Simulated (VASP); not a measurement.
# Re (P6/mmm) in VASP: a series of runs

Runs on Re. Level: PBEsol. Tasks: single point.

Everything below comes from runs of VASP 6.6.1. Logs are shortened: lines on timing, memory, paths and dates and some standing lists are left out, and cuts for length are marked.

## (1) The cell of the first run

It takes space group P6/mmm (No. 191, hexagonal). Conventional cell: a = 4.340 Å, b = 4.340 Å, c = 2.718 Å, α = 90.00°, β = 90.00°, γ = 120.00°. Re (site symmetry 6/mmm) has 14 Re at 2.72 to 2.85 Å within 3.6 Å. Re (site symmetry -6m2) has 11 Re at 2.51 to 2.85 Å within 3.3 Å.

This isn't the form of Re at room conditions, which is hcp.

## (2) Single point, PBEsol

The input, INCAR:

```
ALGO     = Normal         # electronic algorithm
EDIFF    = 1E-6           # SCF threshold, eV
ENCUT    = 560            # plane-wave cutoff, eV
GGA      = PS             # functional
GGA_COMPAT= F            
ISIF     = 2              # what is computed and relaxed
ISMEAR   = 0              # smearing method
LASPH    = T              # aspherical terms in the spheres
LCHARG   = F              # write CHGCAR
LREAL    = F              # projectors in reciprocal space
LWAVE    = F              # write WAVECAR
NBANDS   = 30             # bands
NELM     = 120            # most SCF steps
PREC     = Accurate       # precision mode
SIGMA    = 0.1            # smearing width, eV
```

The input, KPOINTS:

```
k-points
0
Gamma
  12 12 16
```

The input, POSCAR:

```
Re
1.0
    4.3404078384      0.0000000000      0.0000000000
   -2.1702039192      3.7589034508      0.0000000000
    0.0000000000      0.0000000000      2.7179536599
Re
3
Direct
    0.0000000000      0.0000000000      0.0000000000
    0.3333333333      0.6666666667      0.5000000000
    0.6666666667      0.3333333333      0.5000000000
```

Potentials or basis: VASP PAW PBE potentials, release 64 (Re_sv_GW).

Launch:

```sh
$ cat potpaw_PBE.64/Re_sv_GW/POTCAR > POTCAR
$ mpirun -np 1 vasp_std > vasp.out
```

OUTCAR:

```text
EDIFF = 1E-6
   ENCUT = 560
   GGA = PS
   ISIF = 2
   ISMEAR = 0
   LASPH = T
   LREAL = F
   NELM = 120
   PREC = Accurate

 ion  position               nearest neighbor table
   1  0.000  0.000  0.000-   2 2.85   3 2.85   2 2.85   3 2.85   2 2.85   2 2.85   3 2.85   3 2.85
                             3 2.85   3 2.85   2 2.85   2 2.85
   2  0.333  0.667  0.500-   3 2.51   3 2.51   3 2.51   1 2.85   1 2.85   1 2.85   1 2.85   1 2.85
                             1 2.85
   3  0.667  0.333  0.500-   2 2.51   2 2.51   2 2.51   1 2.85   1 2.85   1 2.85   1 2.85   1 2.85
                             1 2.85

  LATTYP: Found a hexagonal cell.
 ALAT       =     4.3404078384
 C/A-ratio  =     0.6261977586

  Lattice vectors:

 A1 = (   4.3404078384,   0.0000000000,   0.0000000000)
 A2 = (  -2.1702039192,   3.7589034508,   0.0000000000)
 A3 = (   0.0000000000,   0.0000000000,   2.7179536599)

Analysis of symmetry for initial positions (statically):
=====================================================================
 Subroutine PRICEL returns:
 Original cell was already a primitive cell.

 Routine SETGRP: Setting up the symmetry group for a
 hexagonal supercell.

 Subroutine GETGRP returns: Found 24 space group operations
 (whereof 24 operations were pure point group operations)
 out of a pool of 24 trial point group operations.

The static configuration has the point symmetry D_6h.

Analysis of symmetry for dynamics (positions and initial velocities):
=====================================================================
 Subroutine PRICEL returns:
 Original cell was already a primitive cell.

 Routine SETGRP: Setting up the symmetry group for a
 hexagonal supercell.

 Subroutine GETGRP returns: Found 24 space group operations
 (whereof 24 operations were pure point group operations)
 out of a pool of 24 trial point group operations.

The dynamic configuration has the point symmetry D_6h.

 Subroutine INISYM returns: Found 24 space group operations
 (whereof 24 operations are pure point group operations),
 and found     1 'primitive' translations

----------------------------------------------------------------------------------------

                                     Primitive cell

  volume of cell :      44.3439

  direct lattice vectors                    reciprocal lattice vectors
     4.340407838  0.000000000  0.000000000     0.230393096  0.133017516  0.000000000
    -2.170203919  3.758903451  0.000000000     0.000000000  0.266035032  0.000000000
     0.000000000  0.000000000  2.717953660     0.000000000  0.000000000  0.367923859

  length of vectors
     4.340407838  4.340407838  2.717953660     0.266035032  0.266035032  0.367923859

  position of ions in fractional coordinates (direct lattice)
     0.000000000  0.000000000  0.000000000
     0.333333333  0.666666667  0.500000000
     0.666666667  0.333333333  0.500000000

  ion indices of the primitive-cell ions
   primitive index   ion index
                 1           1
                 2           2
                 3           3

----------------------------------------------------------------------------------------

 KPOINTS: k-points

Automatic generation of k-mesh.
 Grid dimensions read from file:
 generate k-points for:   12   12   16

 Generating k-lattice:

  Cartesian coordinates                     Fractional coordinates (reciprocal lattice)
     0.019199425  0.011084793  0.000000000     0.083333333 -0.000000000  0.000000000
     0.000000000  0.022169586  0.000000000     0.000000000  0.083333333  0.000000000
     0.000000000  0.000000000  0.022995241     0.000000000  0.000000000  0.062500000

  Length of vectors
     0.022169586  0.022169586  0.022995241

  Shift w.r.t. Gamma in fractional coordinates (k-lattice)
     0.000000000  0.000000000  0.000000000

 Subroutine IBZKPT returns following result:
 ===========================================

 Found    171 irreducible k-points:

 Following reciprocal coordinates:
            Coordinates               Weight
  0.000000  0.000000  0.000000      1.000000
  0.083333  0.000000  0.000000      6.000000
  0.166667  0.000000  0.000000      6.000000
  0.250000  0.000000  0.000000      6.000000
  0.333333  0.000000  0.000000      6.000000
  0.416667 -0.000000  0.000000      6.000000
[... 16 lines left out ...]
  0.250000  0.000000  0.062500     12.000000
  0.333333  0.000000  0.062500     12.000000
 [... further k-points ...]
   k-points           NKPTS =    171   k-points in BZ     NKDIM =    171   number of bands    NBANDS=     30
   number of dos      NEDOS =    301   number of ions     NIONS =      3
   total plane-waves  NPLWV =  31104
   dimension x,y,z NGX =    36 NGY =   36 NGZ =   24
   dimension x,y,z NGXF=    72 NGYF=   72 NGZF=   48
   ions per type =               3
   NGX,Y,Z   is equivalent  to a cutoff of  13.79, 13.79, 14.68 a.u.
   NGXF,Y,Z  is equivalent  to a cutoff of  27.58, 27.58, 29.36 a.u.
 SYSTEM =  unknown system
   PREC   = accura    normal or accurate (medium, high low for compatibility)
   ISTART =      0    job   : 0-new  1-cont  2-samecut
   ICHARG =      2    charge: 1-file 2-atom 10-const
   ISPIN  =      1    spin polarized calculation?
   LNONCOLLINEAR =      F non collinear calculations
   LSORBIT =      F    spin-orbit coupling
   LASPH  =      T    aspherical Exc in radial PAW
   ENCUT  =  560.0 eV  41.16 Ry    6.42 a.u.   8.37  8.37  5.24*2*pi/ulx,y,z
   NELM   =    120;   NELMIN=  2; NELMDL= -5     # of ELM steps
   EDIFF  = 0.1E-05   stopping-criterion for ELM
   LREAL  =      F    real-space projection
   EDIFFG = 0.1E-04   stopping-criterion for IOM
   NSW    =      0    number of steps for IOM
   IBRION =     -1    ionic relax: 0-MD 1-quasi-New 2-CG
   NFREE  =      0    steps in history (QN), initial steepest desc. (CG)
   ISIF   =      2    stress and relaxation
   ISYM   =      2    0-nonsym 1-usesym 2-fastsym
   POTIM  = 0.5000    time-step for ionic-motion
   TEBEG  =    0.0;   TEEND  =   0.0 temperature during run
   PSTRESS=    0.0 pullay stress
   NELECT =      45.0000    total number of electrons
   NUPDOWN=      -1.0000    fix difference up-down
   EMIN   =  10.00;   EMAX   =-10.00  energy-range for DOS
   EFERMI =   0.00;   METHOD = LEGACY
   ISMEAR =     0;   SIGMA  =   0.10  broadening in eV -4-tet -1-fermi 0-gaus
   EFERMI_NEDOS =   21; number of points for ismear=-14 and -15
   IALGO  =     38    algorithm
   IMIX   =      4    mixing-type and parameters
     AMIX     =   0.40;   BMIX     =  1.00
     AMIX_MAG =   1.60;   BMIX_MAG =  1.00
  volume/ion in A,a.u.               =      14.78        99.75
  Fermi-wavevector in a.u.,A,eV,Ry     =   1.645133  3.108851 36.823671  2.706463
  Thomas-Fermi vector in A             =   2.734982
   LORBIT       =      0    0 simple, 1 ext, 2 COOP (PROOUT), +10 PAW based schemes
   GGA     = PS    functional components
   LHFCALC =     F    Hartree Fock is set to
   AEXX    =    0.0000 exact exchange contribution
   IVDW    =     0    specifies the selected vdW correction
   LEPSILON=     F    determine dielectric tensor
   LRPA    =     F    only Hartree local field effects (RPA)
 non-spin polarized calculation
 Gauss-broadening in eV      SIGMA  =   0.10
  energy-cutoff  :      560.00
  volume of cell :       44.34
 maximum number of plane-waves:      1366
 NGX is ok and might be reduce to    36
   NGX = 17   NGY = 17   NGZ = 11

 number of electron      45.0000003 magnetization

 Free energy of the ion-electron system (eV)
  ---------------------------------------------------
  ext. energy  EPLUGINS =         0.00000000
  ---------------------------------------------------
  free energy    TOTEN  =       -44.56569549 eV

  energy without entropy =      -44.55264122  energy(sigma->0) =      -44.55916836

 E-fermi :  12.8107     XC(G=0): -14.3092

 val. band max:       12.8106538531   @ k =   0.5000   0.0000   0.2500
 cond. band min:      12.8132724368   @ k =   0.3333   0.0833   0.4375
 fundamental gap:      0.0026185837
 Fermi energy:        12.8107021875

 k-point     1 :       0.0000    0.0000    0.0000
  band No.  band energies     occupation
      1     -67.0791      2.00000
      2     -66.9706      2.00000
      3     -66.8551      2.00000
      4     -29.2993      2.00000
      5     -29.2993      2.00000
      6     -28.9517      2.00000
[... 22 lines left out ...]
     29      21.0724      0.00000
     30      22.6569      0.00000

 k-point     2 :       0.0833    0.0000    0.0000
  band No.  band energies     occupation
      1     -67.0758      2.00000
      2     -66.9711      2.00000
      3     -66.8579      2.00000
      4     -29.3284      2.00000
      5     -29.3101      2.00000
      6     -28.9181      2.00000
[... 22 lines left out ...]
     29      21.1818      0.00000
     30      22.4720      0.00000

 k-point     3 :       0.1667    0.0000    0.0000
  band No.  band energies     occupation
      1     -67.0663      2.00000
      2     -66.9725      2.00000
      3     -66.8662      2.00000
      4     -29.3910      2.00000
      5     -29.3195      2.00000
      6     -28.8432      2.00000
[... 22 lines left out ...]
     29      20.7070      0.00000
     30      21.2592      0.00000

 k-point     4 :       0.2500    0.0000    0.0000
  band No.  band energies     occupation
      1     -67.0519      2.00000
      2     -66.9744      2.00000
      3     -66.8789      2.00000
      4     -29.4558      2.00000
      5     -29.2990      2.00000
      6     -28.7591      2.00000
[... 22 lines left out ...]
     29      19.3616      0.00000
     30      19.9825      0.00000

 k-point     5 :       0.3333    0.0000    0.0000
  band No.  band energies     occupation
      1     -67.0348      2.00000
      2     -66.9767      2.00000
      3     -66.8942      2.00000
      4     -29.5090      2.00000
      5     -29.2376      2.00000
      6     -28.6974      2.00000
[... 22 lines left out ...]
     29      18.0077      0.00000
     30      18.8079      0.00000
[... 526 lines left out ...]
     29      21.1059      0.00000
     30      22.4952      0.00000

 k-point    22 :       0.1667    0.0000    0.0625
  band No.  band energies     occupation
      1     -67.0637      2.00000
      2     -66.9716      2.00000
      3     -66.8645      2.00000
      4     -29.3850      2.00000
      5     -29.3143      2.00000
      6     -28.8389      2.00000
[... 22 lines left out ...]
     29      20.7795      0.00000
     30      21.3964      0.00000

 k-point    23 :       0.2500    0.0000    0.0625
  band No.  band energies     occupation
      1     -67.0495      2.00000
      2     -66.9734      2.00000
      3     -66.8772      2.00000
      4     -29.4489      2.00000
      5     -29.2937      2.00000
      6     -28.7571      2.00000
[... 22 lines left out ...]
     29      19.4388      0.00000
     30      20.1381      0.00000

 k-point    24 :       0.3333    0.0000    0.0625
  band No.  band energies     occupation
      1     -67.0325      2.00000
      2     -66.9754      2.00000
      3     -66.8925      2.00000
      4     -29.5010      2.00000
      5     -29.2336      2.00000
      6     -28.7077      2.00000
[... 22 lines left out ...]
     29      18.0909      0.00000
     30      18.9756      0.00000

 [... further k-points ...]

------------------------ aborting loop because EDIFF is reached ----------------------------------------

  FORCE on cell =-STRESS in cart. coord.  units (eV):
  Direction    XX          YY          ZZ          XY          YZ          ZX
  --------------------------------------------------------------------------------------
  -------------------------------------------------------------------------------------
  Total       -0.4981070     -0.4981070     -0.4951691      0.0000000     -0.0000000      0.0000000
  in kB      -17.9969730    -17.9969730    -17.8908239      0.0000000     -0.0000000      0.0000000
  external PRESSURE =     -17.9615899 kB  Pullay stress =       0.0000000 kB

 VOLUME and BASIS-vectors are now :
 -----------------------------------------------------------------------------
  energy-cutoff  :      560.00
  volume of cell :       44.34
      direct lattice vectors                 reciprocal lattice vectors
     4.340407838  0.000000000  0.000000000     0.230393096  0.133017516  0.000000000
    -2.170203919  3.758903451  0.000000000     0.000000000  0.266035032  0.000000000
     0.000000000  0.000000000  2.717953660     0.000000000  0.000000000  0.367923859

 POSITION                                       TOTAL-FORCE (eV/Angst)
 -----------------------------------------------------------------------------------
      0.00000      0.00000      0.00000        -0.000000      0.000000     -0.000000
     -0.00000      2.50594      1.35898        -0.000000      0.000000     -0.000000
      2.17020      1.25297      1.35898         0.000000      0.000000      0.000000
 -----------------------------------------------------------------------------------
    total drift:                                0.000000     -0.000000     -0.000000

  FREE ENERGIE OF THE ION-ELECTRON SYSTEM (eV)
  ---------------------------------------------------
  free  energy   TOTEN  =       -44.5656954892 eV

  energy  without entropy=      -44.5526412222  energy(sigma->0) =      -44.55916836
```

It took 2.7 min on 1 thread of AMD EPYC 9R45 (Zen 5), shared host; peak memory 0.31 GiB.

What came out:

```
Free energy            : -44.5657 eV
Pressure               : -1.8 GPa
Band gap on the k mesh : zero (an odd number of electrons rules out a gap without spin polarisation)
```

Levels at points of the mesh, in eV from the Fermi level:
```
           k point  band 18  band 19  band 20  band 21  band 22  band 23  band 24  band 25  band 26  band 27
(0.00, 0.00, 0.00)    -2.81    -2.81    -1.90    -0.78    -0.78     0.06     0.06     0.12     0.12     4.46
(0.50, 0.00, 0.00)    -3.55    -2.47    -1.78    -1.46     0.35     0.38     1.05     2.13     3.14     3.17
(0.00, 0.00, 0.50)    -3.65    -0.96    -0.96    -0.74    -0.74     2.95     2.95     3.95     3.95     5.53
(0.50, 0.00, 0.50)    -2.70    -2.26    -1.13    -0.81    -0.39     0.85     2.14     3.35     3.59     3.69
```

Caveat: the PAW data sets were made with another functional, which shifts forces and pressure a little; spin-orbit coupling is left out, which moves the levels of the heavy elements.

(Part 1 of 2 ends here.)

The gap in the log of VASP goes by the Fermi energy; the results here count the filled bands.